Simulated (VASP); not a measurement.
Runs of VASP 6.6.1 on Al2Pt. The structure is that of space group Fm-3m (No. 225), or close to it. The cells are those of the table. 

```tsv
task	level	potentials or basis	cell	k mesh	cutoff (eV)	gap on the mesh (eV)	pressure (GPa)
relaxation of cell and atoms	PBE	VASP PAW PBE potentials, release 64 (Pt, Al)	relaxed to 10 GPa from a = 4.179 Å, angles 60.0°, 3 atoms	8 × 8 × 8	600	none	10.0
single point	LDA	VASP PAW LDA potentials, release 64 (Pt, Al)	a = 4.123 Å, angles 60.0°, 3 atoms	8 × 8 × 8	520	none	2.2
single point	PBEsol	VASP PAW PBE potentials, release 64 (Pt, Al)	a = 4.170 Å, angles 60.0°, 3 atoms	8 × 8 × 8	520	none	(a)
single point	PBEsol	VASP PAW PBE potentials, release 64 (Pt, Al)	a = 4.207 Å, angles 60.0°, 3 atoms	8 × 8 × 8	520	none	(c)
single point	PBE	VASP PAW PBE potentials, release 64 (Pt, Al)	a = 4.123 Å, angles 60.0°, 3 atoms	8 × 8 × 8	520	none	8.6
single point	LDA	VASP PAW LDA potentials, release 64 (Pt, Al)	a = 4.207 Å, angles 60.0°, 3 atoms	8 × 8 × 8	520	none	-6.0
single point	LDA	VASP PAW LDA potentials, release 64 (Pt, Al)	a = 4.151 Å, angles 60.0°, 3 atoms	8 × 8 × 8	520	none	-0.8
single point	PBE	VASP PAW PBE potentials, release 64 (Pt, Al)	a = 4.205 Å, angles 60.0°, 3 atoms	8 × 8 × 8	520	none	-0.2
single point	r2SCAN	VASP PAW PBE potentials, release 64 (Pt, Al)	a = 4.123 Å, angles 60.0°, 3 atoms	8 × 8 × 8	520	none	5.6
single point	PBEsol	VASP PAW PBE potentials, release 64 (Pt, Al)	a = 4.123 Å, angles 60.0°, 3 atoms	8 × 8 × 8	520	none	5.0
single point	PBE	VASP PAW PBE potentials, release 64 (Pt, Al)	a = 4.158, b = 4.158, c = 4.179 Å, angles 59.8, 59.8, 60.3°, 3 atoms	7 × 7 × 7	520	none	(b)
```

Alike in all rows: no spin polarisation; smearing fermi-dirac 0.05 eV.

**Question.** Estimate the missing entries.

**Answer.** (a) -0.1; (b) 3.8; (c) -3.5.

Caveats: spin-orbit coupling is left out, which moves the levels of the heavy elements; the PAW data sets were made with another functional, which shifts forces and pressure a little (some runs); the cell is relaxed towards a set pressure, so the enthalpy falls and the energy may rise (some runs).

A k mesh can miss the band edges, and the runs leave out spin-orbit coupling on Pt.

A gap of «none» marks levels without a gap at the run's occupations.
